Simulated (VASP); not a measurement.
# Na in VASP: relaxation of the atoms with PBE

Aim: the relaxation of the atoms of Na with PBE.

Program: VASP 6.6.1. These are calculated values, not measurements. Logs are shortened: lines on timing, memory, paths and dates and some standing lists are left out, and cuts for length are marked.

**1. The cell of the first run**

The cell holds a slab with vacuum, 3 atoms: a = 4.197 Å, b = 4.197 Å, c = 24.197 Å, α = 90.00°, β = 90.00°, γ = 90.00°.

**2. Relaxation of the atoms, PBE**

INCAR

```
SYSTEM = Na
PREC = Accurate
ENCUT = 450
EDIFF = 1E-7
ISMEAR = -1
SIGMA = 0.05
LREAL = .FALSE.
LASPH = .TRUE.
NELM = 120
ALGO = Normal
ISIF = 2
LWAVE = .FALSE.
LCHARG = .FALSE.
LDIPOL = .TRUE.
IDIPOL = 3
DIPOL = 0.5 0.5 0.500
GGA = PE
IBRION = 2
NSW = 60
EDIFFG = -0.01
GGA_COMPAT = .FALSE.
NELMIN = 4
NELMDL = -8
```

KPOINTS

```
Automatic mesh
0
G
  9 9 1
  0 0 0
```

POSCAR

```
Na
1.0
    4.1971257734      0.0000000000      0.0000000000
    0.0000000000      4.1971257734      0.0000000000
    0.0000000000      0.0000000000     24.1971000000
Na
3
Direct
    0.0000000000      0.0000000000      0.4132721323
    0.5000000000      0.5000000000      0.5000000000
    0.0000000000      0.0000000000      0.5867278677
```

Potentials or basis: VASP PAW PBE potentials, release 64 (Na_pv).

The run is started by

```console
cat potpaw_PBE.64/Na_pv/POTCAR > POTCAR
mpirun -np 1 vasp_std > vasp.out
```

OUTCAR:

```text
SYSTEM = Na
   PREC = Accurate
   ENCUT = 450
   EDIFF = 1E-7
   ISMEAR = -1
   LREAL = .FALSE.
   LASPH = .TRUE.
   NELM = 120
   ISIF = 2
   GGA = PE
   IBRION = 2
   NSW = 60
   EDIFFG = -0.01
   NELMIN = 4
   NELMDL = -8

 ion  position               nearest neighbor table
   1  0.000  0.000  0.413-
   2  0.500  0.500  0.500-
   3  0.000  0.000  0.587-

  LATTYP: Found a simple tetragonal cell.
 ALAT       =     4.1971257734
 C/A-ratio  =     5.7651596131

  Lattice vectors:

 A1 = (   4.1971257734,   0.0000000000,   0.0000000000)
 A2 = (   0.0000000000,   4.1971257734,   0.0000000000)
 A3 = (   0.0000000000,   0.0000000000,  24.1971000000)

Analysis of symmetry for initial positions (statically):
=====================================================================
 Subroutine PRICEL returns:
 Original cell was already a primitive cell.

 Routine SETGRP: Setting up the symmetry group for a
 simple tetragonal supercell.

 Subroutine GETGRP returns: Found 16 space group operations
 (whereof 16 operations were pure point group operations)
 out of a pool of 16 trial point group operations.

The static configuration has the point symmetry D_4h.

Analysis of symmetry for dynamics (positions and initial velocities):
=====================================================================
 Subroutine PRICEL returns:
 Original cell was already a primitive cell.

 Routine SETGRP: Setting up the symmetry group for a
 simple tetragonal supercell.

 Subroutine GETGRP returns: Found 16 space group operations
 (whereof 16 operations were pure point group operations)
 out of a pool of 16 trial point group operations.

The dynamic configuration has the point symmetry D_4h.

 Subroutine INISYM returns: Found 16 space group operations
 (whereof 16 operations are pure point group operations),
 and found     1 'primitive' translations

----------------------------------------------------------------------------------------

                                     Primitive cell

  volume of cell :     426.2528

  direct lattice vectors                    reciprocal lattice vectors
     4.197125773  0.000000000  0.000000000     0.238258288  0.000000000  0.000000000
     0.000000000  4.197125773  0.000000000     0.000000000  0.238258288  0.000000000
     0.000000000  0.000000000 24.197100000     0.000000000  0.000000000  0.041327266

  length of vectors
     4.197125773  4.197125773 24.197100000     0.238258288  0.238258288  0.041327266

  position of ions in fractional coordinates (direct lattice)
     0.000000000  0.000000000  0.413272132
     0.500000000  0.500000000  0.500000000
     0.000000000  0.000000000  0.586727868

  ion indices of the primitive-cell ions
   primitive index   ion index
                 1           1
                 2           2
                 3           3

----------------------------------------------------------------------------------------

 KPOINTS: Automatic mesh

Automatic generation of k-mesh.
 Grid dimensions read from file:
 generate k-points for:    9    9    1

 Generating k-lattice:

  Cartesian coordinates                     Fractional coordinates (reciprocal lattice)
     0.026473143  0.000000000  0.000000000     0.111111111  0.000000000  0.000000000
     0.000000000  0.026473143  0.000000000     0.000000000  0.111111111  0.000000000
     0.000000000  0.000000000  0.041327266     0.000000000  0.000000000  1.000000000

  Length of vectors
     0.026473143  0.026473143  0.041327266

  Shift w.r.t. Gamma in fractional coordinates (k-lattice)
     0.000000000  0.000000000  0.000000000

 Subroutine IBZKPT returns following result:
 ===========================================

 Found     15 irreducible k-points:

 Following reciprocal coordinates:
            Coordinates               Weight
  0.000000  0.000000  0.000000      1.000000
  0.111111  0.000000  0.000000      4.000000
  0.222222  0.000000  0.000000      4.000000
  0.333333  0.000000  0.000000      4.000000
  0.444444  0.000000  0.000000      4.000000
  0.111111  0.111111  0.000000      4.000000
  0.222222  0.111111  0.000000      8.000000
  0.333333  0.111111  0.000000      8.000000
  0.444444  0.111111  0.000000      8.000000
  0.222222  0.222222  0.000000      4.000000
  0.333333  0.222222  0.000000      8.000000
  0.444444  0.222222  0.000000      8.000000
  0.333333  0.333333  0.000000      4.000000
  0.444444  0.333333  0.000000      8.000000
  0.444444  0.444444  0.000000      4.000000
   k-points           NKPTS =     15   k-points in BZ     NKDIM =     15   number of bands    NBANDS=     14
   number of dos      NEDOS =    301   number of ions     NIONS =      3
   total plane-waves  NPLWV = 151200
   dimension x,y,z NGX =    30 NGY =   30 NGZ =  168
   dimension x,y,z NGXF=    60 NGYF=   60 NGZF=  336
   ions per type =               3
   NGX,Y,Z   is equivalent  to a cutoff of  11.88, 11.88, 11.54 a.u.
   NGXF,Y,Z  is equivalent  to a cutoff of  23.77, 23.77, 23.08 a.u.
 SYSTEM =  Na
   PREC   = accura    normal or accurate (medium, high low for compatibility)
   ISTART =      0    job   : 0-new  1-cont  2-samecut
   ICHARG =      2    charge: 1-file 2-atom 10-const
   ISPIN  =      1    spin polarized calculation?
   LNONCOLLINEAR =      F non collinear calculations
   LSORBIT =      F    spin-orbit coupling
   LASPH  =      T    aspherical Exc in radial PAW
   ENCUT  =  450.0 eV  33.07 Ry    5.75 a.u.   7.26  7.26 41.85*2*pi/ulx,y,z
   NELM   =    120;   NELMIN=  4; NELMDL= -8     # of ELM steps
   EDIFF  = 0.1E-06   stopping-criterion for ELM
   LREAL  =      F    real-space projection
   EDIFFG = -.1E-01   stopping-criterion for IOM
   NSW    =     60    number of steps for IOM
   IBRION =      2    ionic relax: 0-MD 1-quasi-New 2-CG
   NFREE  =      1    steps in history (QN), initial steepest desc. (CG)
   ISIF   =      2    stress and relaxation
   ISYM   =      2    0-nonsym 1-usesym 2-fastsym
   POTIM  = 0.5000    time-step for ionic-motion
   TEBEG  =    0.0;   TEEND  =   0.0 temperature during run
   PSTRESS=    0.0 pullay stress
   NELECT =      21.0000    total number of electrons
   NUPDOWN=      -1.0000    fix difference up-down
   EMIN   =  10.00;   EMAX   =-10.00  energy-range for DOS
   EFERMI =   0.00;   METHOD = LEGACY
   ISMEAR =    -1;   SIGMA  =   0.05  broadening in eV -4-tet -1-fermi 0-gaus
   EFERMI_NEDOS =   21; number of points for ismear=-14 and -15
   IALGO  =     38    algorithm
   IMIX   =      4    mixing-type and parameters
     AMIX     =   0.40;   BMIX     =  1.00
     AMIX_MAG =   1.60;   BMIX_MAG =  1.00
  volume/ion in A,a.u.               =     142.08       958.83
  Fermi-wavevector in a.u.,A,eV,Ry     =   0.600149  1.134117  4.900525  0.360178
  Thomas-Fermi vector in A             =   1.651898
   LORBIT       =      0    0 simple, 1 ext, 2 COOP (PROOUT), +10 PAW based schemes
   GGA     = PE    functional components
   LHFCALC =     F    Hartree Fock is set to
   AEXX    =    0.0000 exact exchange contribution
   IVDW    =     0    specifies the selected vdW correction
   LEPSILON=     F    determine dielectric tensor
   LRPA    =     F    only Hartree local field effects (RPA)
 conjugate gradient relaxation of ions
 non-spin polarized calculation
  energy-cutoff  :      450.00
  volume of cell :      426.25
 maximum number of plane-waves:      9268
 NGX is ok and might be reduce to    30
   NGX = 15   NGY = 15   NGZ = 83

 number of electron      21.0000027 magnetization

 dipolmoment           0.000000      0.000000     -0.000000 electrons x Angstroem

 Free energy of the ion-electron system (eV)
  ---------------------------------------------------
  ext. energy  EPLUGINS =         0.00000000
  ---------------------------------------------------
  free energy    TOTEN  =        -3.45493142 eV

  energy without entropy =       -3.43666251  energy(sigma->0) =       -3.44579696

 E-fermi :  -1.7920     XC(G=0):  -2.3655

 val. band max:       -1.8783295311   @ k =   0.4444   0.0000   0.0000
 cond. band min:      -1.7756640419   @ k =   0.4444   0.1111   0.0000
 fundamental gap:      0.1026654892
 Fermi energy:        -1.7920361916

 k-point     1 :       0.0000    0.0000    0.0000
  band No.  band energies     occupation
      1     -27.0883      2.00000
      2     -27.0859      2.00000
      3     -27.0668      2.00000
      4     -27.0668      2.00000
      5     -27.0665      2.00000
      6     -27.0665      2.00000
      7     -26.6859      2.00000
      8     -26.6804      2.00000
      9     -26.6804      2.00000
     10      -4.5296      2.00000
     11      -3.0996      2.00000
     12      -1.4312      0.00147
     13      -0.0531      0.00000
     14       0.6455      0.00000

 k-point     2 :       0.1111    0.0000    0.0000
  band No.  band energies     occupation
      1     -27.0882      2.00000
      2     -27.0858      2.00000
      3     -27.0675      2.00000
      4     -27.0671      2.00000
      5     -27.0668      2.00000
      6     -27.0664      2.00000
      7     -26.6858      2.00000
      8     -26.6810      2.00000
      9     -26.6803      2.00000
     10      -4.4213      2.00000
     11      -2.9932      2.00000
     12      -1.3280      0.00019
     13       0.0491      0.00000
     14       0.7492      0.00000
[... 190 lines left out ...]
      1     -27.0876      2.00000
      2     -27.0850      2.00000
      3     -27.0716      2.00000
      4     -27.0711      2.00000
      5     -27.0703      2.00000
      6     -27.0698      2.00000
      7     -26.6852      2.00000
      8     -26.6850      2.00000
      9     -26.6838      2.00000
     10      -1.8910      1.75702
     11      -0.9735      0.00000
     12      -0.4926      0.00000
     13       0.4149      0.00000
     14       0.8673      0.00000

 k-point    15 :       0.4444    0.4444    0.0000
  band No.  band energies     occupation
      1     -27.0874      2.00000
      2     -27.0849      2.00000
      3     -27.0716      2.00000
      4     -27.0715      2.00000
      5     -27.0710      2.00000
      6     -27.0709      2.00000
      7     -26.6851      2.00000
      8     -26.6850      2.00000
      9     -26.6849      2.00000
     10      -1.1852      0.00001
     11      -0.4885      0.00000
     12       0.0331      0.00000
     13       0.2051      0.00000
     14       0.7547      0.00000

------------------------ aborting loop because EDIFF is reached ----------------------------------------

 vacuum level on the upper side and lower side of the slab       (xc-potential included)        -0.064        -0.064

  FORCE on cell =-STRESS in cart. coord.  units (eV):
  Direction    XX          YY          ZZ          XY          YZ          ZX
  --------------------------------------------------------------------------------------
  -------------------------------------------------------------------------------------
  Total       -0.6305713     -0.6305713     -0.1166848      0.0000000     -0.0000000      0.0000000
  in kB       -2.3701589     -2.3701589     -0.4385890      0.0000000     -0.0000000      0.0000000
  external PRESSURE =      -1.7263023 kB  Pullay stress =       0.0000000 kB

 VOLUME and BASIS-vectors are now :
 -----------------------------------------------------------------------------
  energy-cutoff  :      450.00
  volume of cell :      426.25
      direct lattice vectors                 reciprocal lattice vectors
     4.197125773  0.000000000  0.000000000     0.238258288  0.000000000  0.000000000
     0.000000000  4.197125773  0.000000000     0.000000000  0.238258288  0.000000000
     0.000000000  0.000000000 24.197100000     0.000000000  0.000000000  0.041327266

 POSITION                                       TOTAL-FORCE (eV/Angst)
 -----------------------------------------------------------------------------------
      0.00000      0.00000      9.99999         0.000000     -0.000000      0.009152
      2.09856      2.09856     12.09855        -0.000000     -0.000000      0.000000
      0.00000      0.00000     14.19711        -0.000000      0.000000     -0.009152
 -----------------------------------------------------------------------------------
    total drift:                                0.000000      0.000000      0.000000

  FREE ENERGIE OF THE ION-ELECTRON SYSTEM (eV)
  ---------------------------------------------------
  free  energy   TOTEN  =        -3.4549314179 eV

  energy  without entropy=       -3.4366625090  energy(sigma->0) =       -3.44579696

 reached required accuracy - stopping structural energy minimisation

 vacuum level on the upper side and lower side of the slab         0.775         0.775
```

Run time: 2 min. Hardware: 1 thread of Intel Xeon 8259CL, shared host; peak memory 0.4 GiB.

What came out:

| Property | Result |
| --- | --- |
| Free energy | -3.4549 eV |
| Largest force after relaxing | 0.009 eV/Å |
| Band gap on the k mesh | zero (an odd number of electrons rules out a gap without spin polarisation) |

Forces on the atoms (eV/Å):
```
Na   0.000  0.000  0.009
Na   0.000  0.000  0.000
Na   0.000  0.000 -0.009
```

Final structure:
```
Na
1.0
     4.19713    0.00000    0.00000
     0.00000    4.19713    0.00000
     0.00000    0.00000   24.19710
Na
3
Direct
  0.00000 0.00000 0.41327
  0.50000 0.50000 0.50000
  0.00000 0.00000 0.58673
```

Levels at points of the mesh, in eV from the Fermi level:
| k point | band 9 | band 10 | band 11 | band 12 | band 13 | band 14 |
| --- | --- | --- | --- | --- | --- | --- |
| (0.00, 0.00, 0.00) | -24.89 | -2.74 | -1.31 | 0.36 | 1.74 | 2.44 |

Caveat: the relaxation stopped at its first step, so nothing moved.

The gap in the log of VASP goes by the Fermi energy; the results here count the filled bands.